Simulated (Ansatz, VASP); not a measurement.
One calculation of Ge, two programs

```
Ge
1.0
     3.93701    0.00000    0.00000
    -1.96851    3.40955    0.00000
     0.00000    0.00000    6.49742
Ge
4
Direct
  0.66667 0.33333 0.06291
  0.33333 0.66667 0.56291
  0.66667 0.33333 0.43709
  0.33333 0.66667 0.93709
```

Change from the starting cell: strain -0.015 along x and y, -0.015 along z, atoms carried along.

Alike in both runs: task single point; functional PBEsol; k mesh 12 × 12 × 8; occupations gaussian, width 0.15 eV; no spin polarisation.

|  | VASP | Ansatz |
| --- | --- | --- |
| version | VASP 6.6.1 | Ansatz 0.2.0 |
| potentials or method | VASP PAW PBE potentials, release 64 (Ge_d), cutoff 520 eV | scalar-relativistic, plane waves, PAW |
| valence electrons in the cell | 56 | 56 |

Ansatz gave:

```
gap on the k mesh at the Fermi level (eV) : none
pressure (GPa)                            : 3.4
rms of the force components (eV/Å)        : 0.007
```

Which values does VASP return?

gap on the k mesh at the Fermi level (eV): none; pressure (GPa): 3.3; rms of the force components (eV/Å): 0.006.

VASP's potentials were made for PBE, not for PBEsol. Atom by atom the forces differ by 0.001 eV/Å (rms over components). A gap of «none» marks a metal or a gap that the smearing closes.
